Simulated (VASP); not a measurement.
Set up this calculation in VASP 6.6.1, as the native input.

| Quantity | Value |
| --- | --- |
| Task | single point |
| Functional | PBEsol |
| Potentials or basis | VASP PAW PBE potentials, release 64 (Cd, Te) |
| Cutoff | 500 eV |
| k mesh | 6 × 6 × 6 |
| Occupations | gaussian, width 0.1 eV |
| Spin | no spin polarisation |
| Dipole correction | no |
| Further INCAR settings | ALGO = Normal; EDIFF = 1e-06; NBANDS = 16 |

The structure of CdTe lies in POSCAR:

```
CdTe
1.0
    0.0000000000      3.3529480150      3.3529480150
    3.3529480150      0.0000000000      3.3529480150
    3.3529480150      3.3529480150      0.0000000000
Cd Te
1 1
Direct
    0.0000000000      0.0000000000      0.0000000000
    0.2500000000      0.2500000000      0.2500000000
```

The input as run:

INCAR

```
PREC = Accurate
ENCUT = 500
EDIFF = 1E-6
ISMEAR = 0
SIGMA = 0.1
LREAL = F
LASPH = T
NELM = 120
ALGO = Normal
ISIF = 2
LWAVE = F
LCHARG = T
GGA = PS
LELF = T
LVHAR = T
NBANDS = 16
GGA_COMPAT = F
```

KPOINTS

```
Automatic mesh
0
Gamma
  6 6 6
```

Potentials or basis: VASP PAW PBE potentials, release 64 (Cd, Te).

The run is started by

```console
$ cat potpaw_PBE.64/Cd/POTCAR potpaw_PBE.64/Te/POTCAR > POTCAR
$ mpirun -np 1 vasp_std > vasp.out
```

Results of the run:

* Pressure: -3.1 GPa
* Band gap on the k mesh: 0.37 eV, direct

Caveat: the PAW data sets were made with another functional, which shifts forces and pressure a little; spin-orbit coupling is left out, which moves the levels of the heavy elements.

It took 8.2 s on 1 thread of Intel(R) Xeon(R) 6975P-C (Granite Rapids), with other jobs on the host, peak memory 0.21 GiB.
